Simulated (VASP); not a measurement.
# Sr (Immm) in VASP: a series of runs

Sr is run at these levels: PBE; tasks: single point.

All numbers are computed with VASP 6.6.1; they aren't measurements. Logs are shortened: lines on timing, memory, paths and dates and some standing lists are left out, and cuts for length are marked.

### 1 The cell of the first run

The structure is orthorhombic, space group Immm (No. 71). The conventional cell has a = 4.426 Å, b = 4.850 Å, c = 5.274 Å, α = 90.00°, β = 90.00°, γ = 90.00°. Sr (site symmetry mmm) has 14 Sr at 4.21 to 5.27 Å within 5.5 Å.

### 2 Single point, PBE (strain +0.0875 x Voigt [1, -1, 0, 0, 0, 0])

INCAR reads:

```
ALGO     = Normal         # electronic algorithm
EDIFF    = 1E-7           # SCF threshold, eV
ENCUT    = 520            # plane-wave cutoff, eV
GGA      = PE             # functional
ISIF     = 2              # what is computed and relaxed
ISMEAR   = 0              # smearing method
LASPH    = True           # aspherical terms in the spheres
LCHARG   = False          # write CHGCAR
LREAL    = False          # projectors in reciprocal space
LWAVE    = False          # write WAVECAR
NBANDS   = 11             # bands
NELM     = 100            # most SCF steps
PREC     = Accurate       # precision mode
SIGMA    = 0.15           # smearing width, eV
```

KPOINTS reads:

```
k-points
0
Gamma
  14 14 14
```

POSCAR reads:

```
Sr
1.0
   -2.6371875000      2.2128125000      2.4250000000
    2.6371875000     -2.2128125000      2.4250000000
    2.6371875000      2.2128125000     -2.4250000000
Sr
1
Direct
    0.0000000000      0.0000000000      0.0000000000
```

Potentials or basis: VASP PAW PBE potentials, release 64 (Sr_sv).

On the command line:

```sh
cat potpaw_PBE.64/Sr_sv/POTCAR > POTCAR
mpirun -np 1 vasp_std > vasp.out
```

OUTCAR:

```text
EDIFF = 1E-7
   ENCUT = 520
   GGA = PE
   ISIF = 2
   ISMEAR = 0
   LASPH = True
   LREAL = False
   NELM = 100
   PREC = Accurate

 ion  position               nearest neighbor table
   1  0.000  0.000  0.000-

  LATTYP: Found a body centered orthorhombic cell.
 ALAT       =     4.4256250000
 B/A-ratio  =     1.0958904110
 C/A-ratio  =     1.1917808219

  Lattice vectors:

 A1 = (  -2.6371875000,  -2.2128125000,  -2.4250000000)
 A2 = (  -2.6371875000,   2.2128125000,   2.4250000000)
 A3 = (   2.6371875000,   2.2128125000,  -2.4250000000)

Analysis of symmetry for initial positions (statically):
=====================================================================
 Subroutine PRICEL returns:
 Original cell was already a primitive cell.

 Routine SETGRP: Setting up the symmetry group for a
 body centered orthorhombic supercell.

 Subroutine GETGRP returns: Found  8 space group operations
 (whereof  8 operations were pure point group operations)
 out of a pool of  8 trial point group operations.

The static configuration has the point symmetry D_2h.

Analysis of symmetry for dynamics (positions and initial velocities):
=====================================================================
 Subroutine PRICEL returns:
 Original cell was already a primitive cell.

 Routine SETGRP: Setting up the symmetry group for a
 body centered orthorhombic supercell.

 Subroutine GETGRP returns: Found  8 space group operations
 (whereof  8 operations were pure point group operations)
 out of a pool of  8 trial point group operations.

The dynamic configuration has the point symmetry D_2h.

 Subroutine INISYM returns: Found  8 space group operations
 (whereof  8 operations are pure point group operations),
 and found     1 'primitive' translations

----------------------------------------------------------------------------------------

                                     Primitive cell

  volume of cell :      56.6053

  direct lattice vectors                    reciprocal lattice vectors
    -2.637187500  2.212812500  2.425000000     0.000000000  0.225956786  0.206185567
     2.637187500 -2.212812500  2.425000000     0.189595924  0.000000000  0.206185567
     2.637187500  2.212812500 -2.425000000     0.189595924  0.225956786  0.000000000

  length of vectors
     4.210928884  4.210928884  4.210928884     0.305890433  0.280105520  0.294962851

  position of ions in fractional coordinates (direct lattice)
     0.000000000  0.000000000  0.000000000

  ion indices of the primitive-cell ions
   primitive index   ion index
                 1           1

----------------------------------------------------------------------------------------

 KPOINTS: k-points

Automatic generation of k-mesh.
 Grid dimensions read from file:
 generate k-points for:   14   14   14

 Generating k-lattice:

  Cartesian coordinates                     Fractional coordinates (reciprocal lattice)
     0.000000000  0.016139770  0.014727541     0.071428571  0.000000000  0.000000000
     0.013542566  0.000000000  0.014727541     0.000000000  0.071428571  0.000000000
     0.013542566  0.016139770  0.000000000     0.000000000  0.000000000  0.071428571

  Length of vectors
     0.021849317  0.020007537  0.021068775

  Shift w.r.t. Gamma in fractional coordinates (k-lattice)
     0.000000000  0.000000000  0.000000000

 Subroutine IBZKPT returns following result:
 ===========================================

 Found    428 irreducible k-points:

 Following reciprocal coordinates:
            Coordinates               Weight
  0.000000  0.000000  0.000000      1.000000
  0.071429 -0.000000  0.000000      4.000000
  0.142857  0.000000 -0.000000      4.000000
  0.214286 -0.000000  0.000000      4.000000
  0.285714  0.000000  0.000000      4.000000
  0.357143  0.000000 -0.000000      4.000000
[... 16 lines left out ...]
 -0.000000  0.142857  0.000000      4.000000
  0.071429  0.142857  0.000000      8.000000
 [... further k-points ...]
   k-points           NKPTS =    428   k-points in BZ     NKDIM =    428   number of bands    NBANDS=     11
   number of dos      NEDOS =    301   number of ions     NIONS =      1
   total plane-waves  NPLWV =  32768
   dimension x,y,z NGX =    32 NGY =   32 NGZ =   32
   dimension x,y,z NGXF=    64 NGYF=   64 NGZF=   64
   ions per type =               1
   NGX,Y,Z   is equivalent  to a cutoff of  12.63, 12.63, 12.63 a.u.
   NGXF,Y,Z  is equivalent  to a cutoff of  25.27, 25.27, 25.27 a.u.
 SYSTEM =  unknown system
   PREC   = accura    normal or accurate (medium, high low for compatibility)
   ISTART =      0    job   : 0-new  1-cont  2-samecut
   ICHARG =      2    charge: 1-file 2-atom 10-const
   ISPIN  =      1    spin polarized calculation?
   LNONCOLLINEAR =      F non collinear calculations
   LSORBIT =      F    spin-orbit coupling
   LASPH  =      T    aspherical Exc in radial PAW
   ENCUT  =  520.0 eV  38.22 Ry    6.18 a.u.   7.83  7.83  7.83*2*pi/ulx,y,z
   NELM   =    100;   NELMIN=  2; NELMDL= -5     # of ELM steps
   EDIFF  = 0.1E-06   stopping-criterion for ELM
   LREAL  =      F    real-space projection
   EDIFFG = 0.1E-05   stopping-criterion for IOM
   NSW    =      0    number of steps for IOM
   IBRION =     -1    ionic relax: 0-MD 1-quasi-New 2-CG
   NFREE  =      0    steps in history (QN), initial steepest desc. (CG)
   ISIF   =      2    stress and relaxation
   ISYM   =      2    0-nonsym 1-usesym 2-fastsym
   POTIM  = 0.5000    time-step for ionic-motion
   TEBEG  =    0.0;   TEEND  =   0.0 temperature during run
   PSTRESS=    0.0 pullay stress
   NELECT =      10.0000    total number of electrons
   NUPDOWN=      -1.0000    fix difference up-down
   EMIN   =  10.00;   EMAX   =-10.00  energy-range for DOS
   EFERMI =   0.00;   METHOD = LEGACY
   ISMEAR =     0;   SIGMA  =   0.15  broadening in eV -4-tet -1-fermi 0-gaus
   EFERMI_NEDOS =   21; number of points for ismear=-14 and -15
   IALGO  =     38    algorithm
   IMIX   =      4    mixing-type and parameters
     AMIX     =   0.40;   BMIX     =  1.00
     AMIX_MAG =   1.60;   BMIX_MAG =  1.00
  volume/ion in A,a.u.               =      56.61       381.99
  Fermi-wavevector in a.u.,A,eV,Ry     =   0.918591  1.735886 11.480734  0.843810
  Thomas-Fermi vector in A             =   2.043690
   LORBIT       =      0    0 simple, 1 ext, 2 COOP (PROOUT), +10 PAW based schemes
   GGA     = PE    functional components
   LHFCALC =     F    Hartree Fock is set to
   AEXX    =    0.0000 exact exchange contribution
   IVDW    =     0    specifies the selected vdW correction
   LEPSILON=     F    determine dielectric tensor
   LRPA    =     F    only Hartree local field effects (RPA)
 non-spin polarized calculation
 Gauss-broadening in eV      SIGMA  =   0.15
  energy-cutoff  :      520.00
  volume of cell :       56.61
 maximum number of plane-waves:      1544
   NGX = 15   NGY = 15   NGZ = 15

 number of electron      10.0000000 magnetization

 Free energy of the ion-electron system (eV)
  ---------------------------------------------------
  ext. energy  EPLUGINS =         0.00000000
  ---------------------------------------------------
  free energy    TOTEN  =        -1.62885997 eV

  energy without entropy =       -1.61395375  energy(sigma->0) =       -1.62140686

 E-fermi :   1.4744     XC(G=0):  -7.2628

 val. band max:        1.4701679147   @ k =  -0.1429  -0.4286   0.0714
 cond. band min:       1.4834049058   @ k =   0.1429   0.3571   0.1429
 fundamental gap:      0.0132369911
 Fermi energy:         1.4743923945

 k-point     1 :       0.0000    0.0000    0.0000
  band No.  band energies     occupation
      1     -35.1985      2.00000
      2     -17.0941      2.00000
      3     -17.0882      2.00000
      4     -17.0838      2.00000
      5      -2.1111      2.00000
      6       3.3840      0.00000
      7       3.9783      0.00000
      8       4.3621      0.00000
      9       4.4493      0.00000
     10       5.5950      0.00000
     11       8.8371      0.00000

 k-point     2 :       0.0714   -0.0000    0.0000
  band No.  band energies     occupation
      1     -35.1978      2.00000
      2     -17.1017      2.00000
      3     -17.0906      2.00000
      4     -17.0872      2.00000
      5      -2.0181      2.00000
      6       3.3759      0.00000
      7       3.9564      0.00000
      8       4.2630      0.00000
      9       4.4819      0.00000
     10       5.4903      0.00000
     11       9.0561      0.00000

 k-point     3 :       0.1429    0.0000   -0.0000
  band No.  band energies     occupation
      1     -35.1958      2.00000
      2     -17.1264      2.00000
      3     -17.0966      2.00000
      4     -17.0938      2.00000
      5      -1.7453      2.00000
      6       3.2448      0.00000
      7       3.9218      0.00000
      8       4.0513      0.00000
      9       4.6019      0.00000
     10       5.3478      0.00000
     11       9.6461      0.00000

 k-point     4 :       0.2143   -0.0000    0.0000
  band No.  band energies     occupation
      1     -35.1929      2.00000
      2     -17.1623      2.00000
      3     -17.1102      2.00000
      4     -17.0977      2.00000
      5      -1.3125      2.00000
      6       2.9726      0.00000
      7       3.4166      0.00000
      8       4.3795      0.00000
      9       4.7938      0.00000
     10       5.3299      0.00000
     11       9.4165      0.00000

 k-point     5 :       0.2857    0.0000    0.0000
  band No.  band energies     occupation
      1     -35.1896      2.00000
      2     -17.2015      2.00000
      3     -17.1252      2.00000
      4     -17.1019      2.00000
      5      -0.7565      2.00000
      6       2.6845      0.00000
      7       2.8964      0.00000
      8       4.8847      0.00000
      9       5.0367      0.00000
     10       5.4193      0.00000
     11       8.6216      0.00000
[... 211 lines left out ...]
 k-point    21 :      -0.1429    0.0714    0.0000
  band No.  band energies     occupation
      1     -35.1964      2.00000
      2     -17.1205      2.00000
      3     -17.0946      2.00000
      4     -17.0906      2.00000
      5      -1.8327      2.00000
      6       3.3712      0.00000
      7       3.7977      0.00000
      8       4.1712      0.00000
      9       4.6022      0.00000
     10       5.2982      0.00000
     11       9.4469      0.00000

 k-point    22 :      -0.0714    0.0714    0.0000
  band No.  band energies     occupation
      1     -35.1978      2.00000
      2     -17.1015      2.00000
      3     -17.0909      2.00000
      4     -17.0865      2.00000
      5      -2.0245      2.00000
      6       3.4051      0.00000
      7       3.9007      0.00000
      8       4.3303      0.00000
      9       4.4472      0.00000
     10       5.4983      0.00000
     11       9.0537      0.00000

 k-point    23 :      -0.0000    0.1429    0.0000
  band No.  band energies     occupation
      1     -35.1963      2.00000
      2     -17.1202      2.00000
      3     -17.1025      2.00000
      4     -17.0846      2.00000
      5      -1.8065      2.00000
      6       3.2014      0.00000
      7       3.9343      0.00000
      8       4.2406      0.00000
      9       4.5075      0.00000
     10       5.4498      0.00000
     11       9.3894      0.00000

 k-point    24 :       0.0714    0.1429    0.0000
  band No.  band energies     occupation
      1     -35.1946      2.00000
      2     -17.1427      2.00000
      3     -17.1072      2.00000
      4     -17.0881      2.00000
      5      -1.5590      2.00000
      6       3.0133      0.00000
      7       3.8010      0.00000
      8       4.2261      0.00000
      9       4.6440      0.00000
     10       5.4338      0.00000
     11       9.2574      0.00000

 [... further k-points ...]
[... 5 lines left out ...]
  --------------------------------------------------------------------------------------
  -------------------------------------------------------------------------------------
  Total       -0.1458542      0.0071942     -0.2511012      0.0000000     -0.0000000      0.0000000
  in kB       -4.1283073      0.2036281     -7.1072565      0.0000000     -0.0000000      0.0000000
  external PRESSURE =      -3.6773119 kB  Pullay stress =       0.0000000 kB

 VOLUME and BASIS-vectors are now :
 -----------------------------------------------------------------------------
  energy-cutoff  :      520.00
  volume of cell :       56.61
      direct lattice vectors                 reciprocal lattice vectors
    -2.637187500  2.212812500  2.425000000     0.000000000  0.225956786  0.206185567
     2.637187500 -2.212812500  2.425000000     0.189595924  0.000000000  0.206185567
     2.637187500  2.212812500 -2.425000000     0.189595924  0.225956786  0.000000000

 POSITION                                       TOTAL-FORCE (eV/Angst)
 -----------------------------------------------------------------------------------
      0.00000      0.00000      0.00000         0.000000      0.000000      0.000000
 -----------------------------------------------------------------------------------
    total drift:                               -0.000000      0.000000      0.000000

  FREE ENERGIE OF THE ION-ELECTRON SYSTEM (eV)
  ---------------------------------------------------
  free  energy   TOTEN  =        -1.6288599722 eV

  energy  without entropy=       -1.6139537520  energy(sigma->0) =       -1.62140686
```

Wall time 77 s (1 thread of Intel Xeon Platinum 8488C (Sapphire Rapids), shared host); peak memory 0.38 GiB.

Results:

```
Free energy            : -1.6289 eV
Pressure               : -0.4 GPa
Band gap on the k mesh : zero (band 5 reaches 1.71 eV, above the bottom of band 6 at 1.40 eV)
```

Caveat: the cell differs from its parent crystal (strain +0.0875 x Voigt [1, -1, 0, 0, 0, 0]).

### 3 Single point, PBE (strain -0.1000 x Voigt [1, -1, 0, 0, 0, 0])

INCAR reads:

```
SYSTEM = Sr
ALGO = Normal ; EDIFF = 1E-6
ENCUT = 520 ; GGA = PE
ISIF = 2 ; ISMEAR = 0
LASPH = .True. ; LCHARG = .False.
LREAL = .False. ; LWAVE = .False.
NBANDS = 11 ; NELM = 100
PREC = Accurate ; SIGMA = 0.15
```

KPOINTS reads:

```
k-points
0
Gamma
  14 14 14
  0 0 0
```

POSCAR reads:

```
Sr
1.0
   -2.1825000000      2.6675000000      2.4250000000
    2.1825000000     -2.6675000000      2.4250000000
    2.1825000000      2.6675000000     -2.4250000000
Sr
1
Direct
    0.0000000000      0.0000000000      0.0000000000
```

Potentials or basis: VASP PAW PBE potentials, release 64 (Sr_sv).

On the command line:

```sh
cat potpaw_PBE.64/Sr_sv/POTCAR > POTCAR
mpirun -np 1 vasp_std > vasp.out
```

Wall time 70 s (1 thread of Intel Xeon Platinum 8488C (Sapphire Rapids), shared host); peak memory 0.38 GiB.

It converged, with:

- Free energy: -1.6267 eV
- Pressure: -0.3 GPa
- Band gap on the k mesh: zero (band 5 reaches 1.70 eV, above the bottom of band 6 at 1.39 eV)

Stress tensor (GPa, compression positive):
```
 0.21  0.00  0.00
 0.00 -0.38  0.00
 0.00  0.00 -0.77
```

Levels at points of the mesh, in eV from the Fermi level:
| k point | band 2 | band 3 | band 4 | band 5 | band 6 | band 7 | band 8 | band 9 |
| --- | --- | --- | --- | --- | --- | --- | --- | --- |
| (0.00, 0.00, 0.00) | -18.56 | -18.55 | -18.55 | -3.58 | 1.86 | 2.56 | 2.88 | 2.98 |
| (0.50, 0.00, 0.00) | -18.73 | -18.60 | -18.54 | -1.18 | -0.05 | 1.97 | 2.70 | 3.90 |
| (0.00, 0.50, 0.00) | -18.74 | -18.62 | -18.58 | -0.78 | 0.54 | 0.73 | 3.88 | 4.77 |
| (0.50, 0.50, 0.00) | -18.74 | -18.61 | -18.57 | -0.92 | 0.28 | 1.24 | 3.09 | 4.70 |
| (0.50, 0.50, 0.50) | -18.71 | -18.67 | -18.65 | -0.27 | 0.06 | 2.31 | 3.48 | 4.79 |

Caveat: the cell differs from its parent crystal (strain -0.1000 x Voigt [1, -1, 0, 0, 0, 0]).
